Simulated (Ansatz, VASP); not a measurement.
Al3H: VASP beside Ansatz

```
Al H
1.0
     4.63517    0.00000    0.30291
     0.00000    5.66045    0.00000
    -0.32214    0.00000    4.70739
Al H
6 2
Direct
  0.00007 0.00000 0.57985
  0.99868 0.50000 0.58055
  0.55164 0.00000 0.98475
  0.45012 0.50000 0.98450
  0.49909 0.75006 0.47771
  0.49909 0.24994 0.47771
  0.06487 0.50000 0.95757
  0.93658 0.00000 0.95723
```

Change from the starting cell: the structure that the rattled cell fell into.

Alike in both runs: functional PBE; k mesh 8 × 8 × 8; occupations gaussian, width 0.1 eV; no spin polarisation.

Ansatz relaxed the structure, and its values are those at the end. VASP's run is a single point on that final structure, the one shown.

|  | VASP | Ansatz |
| --- | --- | --- |
| version | VASP 6.6.1 | Ansatz 0.2.0 |
| potentials or method | VASP PAW PBE potentials, release 64 (Al, H), cutoff 520 eV | scalar-relativistic, plane waves, PAW |
| valence electrons in the cell | 20 | 20 |

|  | VASP | Ansatz | Ansatz less VASP |
| --- | --- | --- | --- |
| gap on the k mesh at the Fermi level (eV) | none | none | - |
| pressure (GPa) | -0.1 | 0.0 | +0.06 |

A gap of «none» marks a metal or a gap that the smearing closes.
